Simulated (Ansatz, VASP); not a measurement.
One calculation of Pt, two programs

The input INCAR:

```
PREC = Accurate
ENCUT = 520
EDIFF = 1E-7
ISMEAR = -1
SIGMA = 0.1
LREAL = F
LASPH = T
NELM = 60
ALGO = Normal
ISIF = 2
LWAVE = F
LCHARG = F
NBANDS = 11
```

File KPOINTS:

```
Automatic mesh
0
Gamma
  14 14 14
```

Contents of POSCAR:

```
Pt
1.0
    2.6040648251      0.0000000000      0.0000000000
    0.0000000000      2.6040648251      0.0000000000
    0.0000000000      0.0000000000      2.6040648251
Pt
1
Direct
    0.0000000000      0.0000000000      0.0000000000
```

Input for Ansatz:

```yaml
crystal:
  lattice:
    - [2.6040648251, 0.0, 0.0]
    - [0.0, 2.6040648251, 0.0]
    - [0.0, 0.0, 2.6040648251]
  atoms:
    - { symbol: Pt, position: [0.0, 0.0, 0.0] }
hamiltonian:
  xc: lda
  pseudopotentials:
    kind: paw
    azcp:
      Pt: "pseudopotentials/Pt.paw.azcp"
basis:
  ecutwfc: 420
  fft_grid_basis: typed
kpoints:
  mp_grid: { grid: [14, 14, 14], shift: [0, 0, 0] }
magnetization:
  spin_polarized: false
scf:
  occupations: { method: fermi_dirac, width: 0.1 }
  lower_state_search: "off"
output:
  stress: true
  write_density: true
  write_potential: true
  elf: true
  volumetric_format: npy
```

Alike in both runs: task single point; functional LDA; k mesh 14 × 14 × 14; occupations fermi-dirac, width 0.1 eV; no spin polarisation.

|  | VASP | Ansatz |
| --- | --- | --- |
| version | VASP 6.6.1 | Ansatz 0.2.0 |
| potentials or method | VASP PAW LDA potentials, release 64 (Pt), cutoff 520 eV | plane waves (420 eV) with PAW, scalar-relativistic |
| valence electrons in the cell | 10 | 18 |

```csv
,VASP,Ansatz,Ansatz less VASP
pressure (GPa),-7.8,-8.2,-0.41
```

Ansatz warns that its potentials were made for another functional, while VASP's fit it. LDA's correlation is that of Perdew and Zunger in VASP and of Perdew and Wang (1992) in Ansatz. VASP's potentials hold 10 valence electrons a cell and Ansatz's 18, so a difference there can come from the potentials and not from the codes.

Spin-orbit coupling is off throughout.
